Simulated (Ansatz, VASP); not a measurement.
One calculation of Zr, two programs

```xyz
2
Lattice="3.1883 0.0000 0.0000 -1.5942 2.7612 0.0000 0.0000 0.0000 5.0774" Properties=species:S:1:pos:R:3 pbc="T T T"
Zr    0.0000    1.8408    1.2694
Zr    1.5942    0.9204    3.8081
```

Change from the starting cell: volume scaled by 0.96.

Alike in both runs: task single point; functional LDA; k mesh 13 × 13 × 7; occupations fermi-dirac, width 0.03 eV; no spin polarisation.

```csv
,VASP,Ansatz
version,VASP 6.6.1,Ansatz 0.2.0
potentials or method,"VASP PAW LDA potentials, release 64 (Zr_sv), cutoff 520 eV","all-electron LAPW, scalar-relativistic"
```

```csv
,VASP,Ansatz,Ansatz less VASP
pressure (GPa),-2.4,-2.4,-0.07
"traceless stress, the component that is largest in VASP (GPa)",0.70,0.68,-0.017
```

LDA's correlation is that of Perdew and Zunger in VASP and of Perdew and Wang (1992) in Ansatz. Ansatz ran all-electron here, and VASP with PAW potentials.
